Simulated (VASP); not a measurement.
## BaTiO3: single point with PBEsol

Crystal: BaTiO3.

```
CELL_PARAMETERS angstrom
3.94489 0.00000 0.00000
0.00000 4.01437 0.00293
0.00000 0.01459 4.01434
ATOMIC_POSITIONS crystal
Ba 0.00000 0.00799 0.00799
Ti 0.50000 0.52163 0.52163
O 0.00000 0.49034 0.49034
O 0.50000 0.49311 0.98381
O 0.50000 0.98381 0.49311
```

```yaml
Program: VASP 6.6.1
Task: single point
Functional: PBEsol
Potentials_or_basis: VASP PAW PBE potentials, release 64 (Ba_sv, Ti_sv, O)
Cutoff: 520 eV
k_mesh: 4 × 4 × 4
Occupations: gaussian, width 0.01 eV
Spin: no spin polarisation
Dipole_correction: no
Further_INCAR_settings: ALGO = Normal; EDIFF = 1e-06; NBANDS = 28
```

```json
{
 "Pressure": "1.9 GPa",
 "Largest force": "0.058 eV/Å",
 "Band gap on the k mesh": "2.14 eV (least direct gap 2.52 eV)"
}
```

Forces on the atoms (eV/Å):
```
Ba   0.000 -0.030 -0.030
Ti   0.000 -0.041 -0.041
O    0.000  0.014  0.014
O    0.000  0.014  0.043
O    0.000  0.043  0.014
```

Levels at points of the mesh, in eV from the valence-band top:
```
           k point  band 17  band 18  band 19  band 20  band 21  band 22  band 23  band 24
(0.00, 0.00, 0.00)    -1.17    -0.50    -0.48    -0.38     2.14     2.36     2.43     4.46
(0.50, 0.00, 0.00)    -1.79    -1.63    -1.17    -1.02     2.56     3.72     3.89     4.44
(0.00, 0.50, 0.00)    -1.92    -1.76    -0.95    -0.78     2.38     3.77     3.80     4.44
(0.50, 0.50, 0.00)    -1.71    -0.94    -0.91    -0.09     3.82     3.83     4.18     4.96
(0.00, 0.50, 0.50)    -1.65    -0.93    -0.86    -0.25     3.78     3.83     4.11     5.24
(0.50, 0.50, 0.50)    -2.39    -0.16    -0.02     0.00     4.34     4.38     4.49     6.47
```

Run time: 64 s on 1 thread of Intel Xeon 8259CL, on a shared host, peak memory 0.19 GiB.

Caveat: the PAW data sets were made with another functional, which shifts forces and pressure a little; spin-orbit coupling is left out, which moves the levels of the heavy elements. As with any semilocal functional, this PBEsol gap is likely too small.
